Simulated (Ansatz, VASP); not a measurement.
**Pb: VASP beside Ansatz**

POSCAR

```
Pb
1.0
    0.0000000000      2.4946408835      2.4946408835
    2.4946408835      0.0000000000      2.4946408835
    2.4946408835      2.4946408835      0.0000000000
Pb
1
Direct
    0.0000000000      0.0000000000      0.0000000000
```

Contents of INCAR.step1:

```
SYSTEM = Pb
PREC     = Accurate       ! precision mode
ENCUT    = 520            ! plane-wave cutoff, eV
ISMEAR   = 1              ! smearing method
SIGMA    = 0.6            ! smearing width, eV
LREAL    = .FALSE.        ! projectors in reciprocal space
LASPH    = .TRUE.         ! aspherical terms in the spheres
NELM     = 80             ! most SCF steps
NBANDS   = 13             ! bands
GGA      = PE             ! functional
ALGO     = Normal         ! electronic algorithm
EDIFF    = 1E-4           ! SCF threshold, eV
LWAVE    = .TRUE.         ! write WAVECAR
LCHARG   = .FALSE.        ! write CHGCAR
```

File INCAR.step2:

```
SYSTEM = Pb
PREC     = Accurate       ! precision mode
ENCUT    = 520            ! plane-wave cutoff, eV
EDIFF    = 1E-6           ! SCF threshold, eV
ISMEAR   = 1              ! smearing method
SIGMA    = 0.6            ! smearing width, eV
LREAL    = .FALSE.        ! projectors in reciprocal space
LASPH    = .TRUE.         ! aspherical terms in the spheres
NELM     = 80             ! most SCF steps
ALGO     = Normal         ! electronic algorithm
ISIF     = 2              ! what is computed and relaxed
LWAVE    = .FALSE.        ! write WAVECAR
LCHARG   = .FALSE.        ! write CHGCAR
METAGGA  = R2SCAN         ! meta-GGA
LMIXTAU  = .TRUE.       
NBANDS   = 13             ! bands
ISTART   = 1
```

KPOINTS

```
regular mesh
0
G
  11 11 11
  0 0 0
```

Input for Ansatz:

```yaml
crystal:
  lattice:
    - [0.0, 2.4946408835, 2.4946408835]
    - [2.4946408835, 0.0, 2.4946408835]
    - [2.4946408835, 2.4946408835, 0.0]
  atoms:
    - { symbol: Pb, position: [0.0, 0.0, 0.0] }
hamiltonian:
  xc: r2scan
  pseudopotentials:
    kind: paw
    azcp:
      Pb: "pseudopotentials/Pb.paw.azcp"
basis:
  ecutwfc: 500
  fft_grid_basis: typed
kpoints:
  mp_grid: { grid: [11, 11, 11], shift: [0, 0, 0] }
magnetization:
  spin_polarized: false
scf:
  occupations: { method: methfessel_paxton, width: 0.6 }
  lower_state_search: "off"
output:
  stress: true
```

Alike in both runs: task single point; functional r2SCAN; k mesh 11 × 11 × 11; occupations methfessel-paxton of order 1, width 0.6 eV; no spin polarisation.

```csv
,VASP,Ansatz
version,VASP 6.6.1,Ansatz 0.2.0
potentials or method,"VASP PAW PBE potentials, release 64 (Pb_d), cutoff 520 eV","plane waves (500 eV) with PAW, scalar-relativistic"
valence electrons in the cell,14,14
```

|  | VASP | Ansatz | Ansatz less VASP |
| --- | --- | --- | --- |
| pressure (GPa) | 0.0 | 0.0 | +0.01 |

VASP's potentials were made for PBE, not for r2SCAN.

Spin-orbit coupling is off throughout.
